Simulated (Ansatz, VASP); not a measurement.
**Ge: VASP beside Ansatz**

```
Ge
1.0
     0.00000    2.83000    2.83000
     2.83000    0.00000    2.83000
     2.83000    2.83000    0.00000
Ge
2
Direct
  0.50000 0.50000 0.50000
  0.75000 0.75000 0.75000
```

Alike in both runs: task single point; functional r2SCAN; k mesh 10 × 10 × 10; occupations gaussian, width 0.05 eV; no spin polarisation.

```csv
,VASP,Ansatz
version,VASP 6.6.1,Ansatz 0.2.0
potentials or method,"VASP PAW PBE potentials, release 64 (Ge_d), cutoff 520 eV","scalar-relativistic, plane waves, PAW"
valence electrons in the cell,28,28
```

|  | VASP | Ansatz | Ansatz less VASP |
| --- | --- | --- | --- |
| gap on the k mesh at the Fermi level (eV) | 0.39 | 0.43 | +0.040 |
| least direct gap on the mesh (eV) | 0.39 | 0.43 | +0.040 |
| pressure (GPa) | 0.6 | 0.6 | -0.05 |

VASP's potentials were made for PBE, not for r2SCAN. The functional is the same, so the differences come from potentials, cutoffs and numerics.
